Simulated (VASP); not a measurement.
# BaTiO3 (P4/mmm) in VASP: a series of runs

BaTiO3 is run at these levels: LDA; tasks: single point.

All numbers are computed with VASP 6.6.1; they aren't measurements. Logs are shortened: lines on timing, memory, paths and dates and some standing lists are left out, and cuts for length are marked.

**1. The cell of the first run**

The structure is tetragonal, space group P4/mmm (No. 123). The conventional cell has a = 3.927 Å, b = 3.927 Å, c = 4.007 Å, α = 90.00°, β = 90.00°, γ = 90.00°. Within 3.7 Å of Ba (site symmetry 4/mmm) lie 12 O at 2.78 to 2.81 Å and 8 Ti at 3.42 Å. Within 2.6 Å of Ti (site symmetry 4/mmm) lie 6 O at 1.96 to 2.00 Å. Within 2.6 Å of O (site symmetry mmm) lie 2 Ti at 1.96 Å. O (site symmetry 4/mmm) has 2 Ti at 2.00 Å and 4 Ba at 2.78 Å and 8 O at 2.81 Å within 2.9 Å.

**2. Single point, LDA (equal xx and yy strain of -2 %)**

File INCAR:

```
  PREC = Accurate
  ENCUT = 520
  EDIFF = 1E-6
  ISMEAR = -1
  SIGMA = 0.05
  LREAL = False
  LASPH = True
  NELM = 80
  ALGO = Normal
  ISIF = 2
  LWAVE = False
  LCHARG = True
  GGA = CA
  LELF = True
  LVHAR = True
  NBANDS = 28
```

File KPOINTS:

```
regular mesh
0
Gamma
  8 8 8
```

File POSCAR:

```
BaTiO3
1.0
    3.9271540000      0.0000000000      0.0000000000
    0.0000000000      3.9271540000      0.0000000000
    0.0000000000      0.0000000000      4.0073000000
Ba Ti O
1 1 3
Direct
    0.5000000000      0.5000000000      0.5000000000
    0.0000000000      0.0000000000      0.0000000000
    0.5000000000      0.0000000000      0.0000000000
    0.0000000000      0.5000000000      0.0000000000
    0.0000000000      0.0000000000      0.5000000000
```

Potentials or basis: VASP PAW LDA potentials, release 64 (Ba_sv, Ti_sv, O).

Launch:

```bash
$ cat potpaw_LDA.64/Ba_sv/POTCAR potpaw_LDA.64/Ti_sv/POTCAR potpaw_LDA.64/O/POTCAR > POTCAR
$ mpirun -np 1 vasp_std > vasp.out
```

OUTCAR:

```text
PREC = Accurate
   ENCUT = 520
   EDIFF = 1E-6
   ISMEAR = -1
   LREAL = False
   LASPH = True
   NELM = 80
   ISIF = 2
   GGA = CA

 ion  position               nearest neighbor table
   1  0.500  0.500  0.500-   5 2.78   5 2.78   5 2.78   5 2.78   4 2.81   3 2.81   4 2.81   3 2.81
                             4 2.81   3 2.81   4 2.81   3 2.81   2 3.42   2 3.42   2 3.42   2 3.42
   2  0.000  0.000  0.000-   3 1.96   4 1.96   4 1.96   3 1.96   5 2.00   5 2.00   1 3.42   1 3.42
                             1 3.42   1 3.42   1 3.42   1 3.42   1 3.42   1 3.42
   3  0.500  0.000  0.000-   2 1.96   2 1.96   1 2.81   1 2.81   1 2.81   1 2.81
   4  0.000  0.500  0.000-   2 1.96   2 1.96   1 2.81   1 2.81   1 2.81   1 2.81
   5  0.000  0.000  0.500-   2 2.00   2 2.00   1 2.78   1 2.78   1 2.78   1 2.78

  LATTYP: Found a simple tetragonal cell.
 ALAT       =     3.9271540000
 C/A-ratio  =     1.0204081633

  Lattice vectors:

 A1 = (   3.9271540000,   0.0000000000,   0.0000000000)
 A2 = (   0.0000000000,   3.9271540000,   0.0000000000)
 A3 = (   0.0000000000,   0.0000000000,   4.0073000000)

Analysis of symmetry for initial positions (statically):
=====================================================================
 Subroutine PRICEL returns:
 Original cell was already a primitive cell.

 Routine SETGRP: Setting up the symmetry group for a
 simple tetragonal supercell.

 Subroutine GETGRP returns: Found 16 space group operations
 (whereof 16 operations were pure point group operations)
 out of a pool of 16 trial point group operations.

The static configuration has the point symmetry D_4h.

Analysis of symmetry for dynamics (positions and initial velocities):
=====================================================================
 Subroutine PRICEL returns:
 Original cell was already a primitive cell.

 Routine SETGRP: Setting up the symmetry group for a
 simple tetragonal supercell.

 Subroutine GETGRP returns: Found 16 space group operations
 (whereof 16 operations were pure point group operations)
 out of a pool of 16 trial point group operations.

The dynamic configuration has the point symmetry D_4h.

 Subroutine INISYM returns: Found 16 space group operations
 (whereof 16 operations are pure point group operations),
 and found     1 'primitive' translations

[... 88 lines left out ...]
   NGX,Y,Z   is equivalent  to a cutoff of  12.70, 12.70, 12.45 a.u.
   NGXF,Y,Z  is equivalent  to a cutoff of  25.40, 25.40, 24.89 a.u.
 SYSTEM =  unknown system
   PREC   = accura    normal or accurate (medium, high low for compatibility)
   ISTART =      0    job   : 0-new  1-cont  2-samecut
   ICHARG =      2    charge: 1-file 2-atom 10-const
   ISPIN  =      1    spin polarized calculation?
   LNONCOLLINEAR =      F non collinear calculations
   LSORBIT =      F    spin-orbit coupling
   LASPH  =      T    aspherical Exc in radial PAW
   ENCUT  =  520.0 eV  38.22 Ry    6.18 a.u.   7.30  7.30  7.45*2*pi/ulx,y,z
   NELM   =     80;   NELMIN=  2; NELMDL= -5     # of ELM steps
   EDIFF  = 0.1E-05   stopping-criterion for ELM
   LREAL  =      F    real-space projection
[... 7 lines left out ...]
   TEBEG  =    0.0;   TEEND  =   0.0 temperature during run
   PSTRESS=    0.0 pullay stress
   NELECT =      40.0000    total number of electrons
   NUPDOWN=      -1.0000    fix difference up-down
   EMIN   =  10.00;   EMAX   =-10.00  energy-range for DOS
   EFERMI =   0.00;   METHOD = LEGACY
   ISMEAR =    -1;   SIGMA  =   0.05  broadening in eV -4-tet -1-fermi 0-gaus
   EFERMI_NEDOS =   21; number of points for ismear=-14 and -15
   IALGO  =     38    algorithm
   IMIX   =      4    mixing-type and parameters
     AMIX     =   0.40;   BMIX     =  1.00
     AMIX_MAG =   1.60;   BMIX_MAG =  1.00
  volume/ion in A,a.u.               =      12.36        83.41
  Fermi-wavevector in a.u.,A,eV,Ry     =   1.416095  2.676031 27.284087  2.005324
  Thomas-Fermi vector in A             =   2.537465
   LORBIT       =      0    0 simple, 1 ext, 2 COOP (PROOUT), +10 PAW based schemes
   GGA     = CA    functional components
   LHFCALC =     F    Hartree Fock is set to
   AEXX    =    0.0000 exact exchange contribution
   IVDW    =     0    specifies the selected vdW correction
   LEPSILON=     F    determine dielectric tensor
   LRPA    =     F    only Hartree local field effects (RPA)
 non-spin polarized calculation
  energy-cutoff  :      520.00
  volume of cell :       61.80
 maximum number of plane-waves:      1687
 NGX is ok and might be reduce to    30
   NGX = 15   NGY = 15   NGZ = 15

 number of electron      39.9999989 magnetization

 Free energy of the ion-electron system (eV)
  ---------------------------------------------------
  ext. energy  EPLUGINS =         0.00000000
  ---------------------------------------------------
  free energy    TOTEN  =       -44.14505172 eV

  energy without entropy =      -44.14505172  energy(sigma->0) =      -44.14505172

 E-fermi :   4.6981     XC(G=0): -11.9264

 val. band max:        3.8514594307   @ k =   0.5000   0.5000   0.5000
 cond. band min:       5.5288966507   @ k =   0.0000   0.0000   0.0000
 fundamental gap:      1.6774372200
 Fermi energy:         4.6980728158

 k-point     1 :       0.0000    0.0000    0.0000
  band No.  band energies     occupation
      1     -51.9142      2.00000
      2     -28.5566      2.00000
      3     -28.5566      2.00000
      4     -28.5413      2.00000
      5     -20.7654      2.00000
      6     -12.8569      2.00000
[... 733 lines left out ...]
     27      11.8795      0.00000
     28      12.7404      0.00000

 [... further k-points ...]
[... 5 lines left out ...]
  --------------------------------------------------------------------------------------
  -------------------------------------------------------------------------------------
  Total        0.4863445      0.4863445     -1.2203265      0.0000000      0.0000000      0.0000000
  in kB       12.6080183     12.6080183    -31.6358070      0.0000000      0.0000000      0.0000000
  external PRESSURE =      -2.1399235 kB  Pullay stress =       0.0000000 kB

 VOLUME and BASIS-vectors are now :
 -----------------------------------------------------------------------------
  energy-cutoff  :      520.00
  volume of cell :       61.80
      direct lattice vectors                 reciprocal lattice vectors
     3.927154000  0.000000000  0.000000000     0.254637328  0.000000000  0.000000000
     0.000000000  3.927154000  0.000000000     0.000000000  0.254637328  0.000000000
     0.000000000  0.000000000  4.007300000     0.000000000  0.000000000  0.249544581

 POSITION                                       TOTAL-FORCE (eV/Angst)
 -----------------------------------------------------------------------------------
      1.96358      1.96358      2.00365         0.000000      0.000000      0.000000
      0.00000      0.00000      0.00000         0.000000      0.000000      0.000000
      1.96358      0.00000      0.00000         0.000000      0.000000      0.000000
      0.00000      1.96358      0.00000         0.000000      0.000000      0.000000
      0.00000      0.00000      2.00365         0.000000      0.000000      0.000000
 -----------------------------------------------------------------------------------
    total drift:                                0.000000     -0.000000      0.000000

  FREE ENERGIE OF THE ION-ELECTRON SYSTEM (eV)
  ---------------------------------------------------
  free  energy   TOTEN  =       -44.1450517181 eV

  energy  without entropy=      -44.1450517151  energy(sigma->0) =      -44.14505172
```

It took 2.4 min on 1 thread of Intel Xeon Platinum 8488C (Sapphire Rapids), shared host; peak memory 0.24 GiB.

What came out:

```yaml
Free_energy: -44.1451 eV
Pressure: -0.2 GPa
Band_gap_on_the_k_mesh: 1.68 eV (least direct gap 1.80 eV)
```

Stress tensor (GPa, compression positive):
```
 1.26  0.00  0.00
 0.00  1.26  0.00
 0.00  0.00 -3.16
```

Caveat: the cell differs from its parent crystal (equal xx and yy strain of -2 %); spin-orbit coupling is left out, which moves the levels of the heavy elements.

**3. Single point, LDA (equal xx and yy strain of +2 %)**

File INCAR:

```
SYSTEM = BaTiO3
PREC     = Accurate       ! precision mode
ENCUT    = 520            ! plane-wave cutoff, eV
EDIFF    = 1E-6           ! SCF threshold, eV
ISMEAR   = -1             ! smearing method
SIGMA    = 0.05           ! smearing width, eV
LREAL    = .FALSE.        ! projectors in reciprocal space
LASPH    = .TRUE.         ! aspherical terms in the spheres
NELM     = 60             ! most SCF steps
ALGO     = Normal         ! electronic algorithm
ISIF     = 2              ! what is computed and relaxed
LWAVE    = .FALSE.        ! write WAVECAR
LCHARG   = .FALSE.        ! write CHGCAR
NBANDS   = 28             ! bands
```

File KPOINTS:

```
Automatic mesh
0
G
  8 8 8
  0 0 0
```

Edit POSCAR of step 2 so:

```diff
@@ -2,4 +2,4 @@
 1.0
-    3.9271540000      0.0000000000      0.0000000000
-    0.0000000000      3.9271540000      0.0000000000
+    4.0874460000      0.0000000000      0.0000000000
+    0.0000000000      4.0874460000      0.0000000000
     0.0000000000      0.0000000000      4.0073000000
```

Potentials or basis: VASP PAW LDA potentials, release 64 (Ba_sv, Ti_sv, O).

Launch:

```bash
$ cat potpaw_LDA.64/Ba_sv/POTCAR potpaw_LDA.64/Ti_sv/POTCAR potpaw_LDA.64/O/POTCAR > POTCAR
$ mpirun -np 1 vasp_std > vasp.out
```

Wall time 2.5 min (1 thread of Intel Xeon Platinum 8488C (Sapphire Rapids), shared host); peak memory 0.25 GiB.

Results (log left out):

```yaml
Free_energy: -43.9205 eV
Pressure: -13.1 GPa
Band_gap_on_the_k_mesh: 1.54 eV (least direct gap 1.72 eV)
```

Stress tensor (GPa, compression positive):
```
-14.11   0.00   0.00
  0.00 -14.11   0.00
  0.00   0.00 -11.04
```

Levels at points of the mesh, in eV from the valence-band top:
| k point | band 16 | band 17 | band 18 | band 19 | band 20 | band 21 | band 22 | band 23 | band 24 | band 25 |
| --- | --- | --- | --- | --- | --- | --- | --- | --- | --- | --- |
| (0.00, 0.00, 0.00) | -1.08 | -1.01 | -0.20 | -0.20 | -0.18 | 1.54 | 1.57 | 1.57 | 3.57 | 3.71 |
| (0.50, 0.00, 0.00) | -1.86 | -1.75 | -1.75 | -0.74 | -0.72 | 1.71 | 3.18 | 3.19 | 3.68 | 5.52 |
| (0.50, 0.50, 0.00) | -2.53 | -1.77 | -1.01 | -1.01 | -0.14 | 3.19 | 3.19 | 3.56 | 4.56 | 7.08 |
| (0.00, 0.00, 0.50) | -1.97 | -1.92 | -1.87 | -0.75 | -0.75 | 1.70 | 3.34 | 3.34 | 3.58 | 5.59 |
| (0.50, 0.00, 0.50) | -2.61 | -1.76 | -0.86 | -0.85 | -0.09 | 3.18 | 3.35 | 3.67 | 4.37 | 7.29 |
| (0.50, 0.50, 0.50) | -2.51 | -2.32 | -0.04 | 0.00 | 0.00 | 3.81 | 3.90 | 3.90 | 6.38 | 6.47 |

Caveat: the cell differs from its parent crystal (equal xx and yy strain of +2 %); the cell stands under tension; spin-orbit coupling is left out, which moves the levels of the heavy elements. A k mesh can miss the band edges.

(Continued in part 2 of 2.)
